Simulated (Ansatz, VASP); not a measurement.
**One calculation of CaZr2N2, two programs**

```
Ca Zr N
1.0
     3.52156    0.00000    0.00000
    -1.76078    3.04976    0.00000
     0.00000    0.00000    9.10358
Ca Zr N
1 2 2
Cartesian
  1.7608 1.0166 4.5518
  0.0000 0.0000 7.5352
  0.0000 0.0000 1.5683
  1.7608 1.0166 6.9519
  1.7608 1.0166 2.1517
```

Alike in both runs: task relaxation of cell and atoms; functional PBE; k mesh 12 × 12 × 4; occupations gaussian, width 0.1 eV; no spin polarisation.

|  | VASP | Ansatz |
| --- | --- | --- |
| version | VASP 6.6.1 | Ansatz 0.2.0 |
| potentials or method | VASP PAW PBE potentials, release 64 (Ca_sv, Zr_sv, N), cutoff 600 eV | scalar-relativistic, plane waves, PAW |
| valence electrons in the cell | 44 | 44 |

Ansatz gave:

| Property | Result |
| --- | --- |
| relaxed volume (Å³/atom) | 19.56 |
| relaxed cell length with the largest relative difference (Å) | 9.104 |

**Question.** Which values does VASP return?

**Answer.** Relaxed volume (Å³/atom): 19.58; relaxed cell length with the largest relative difference (Å): 9.115.
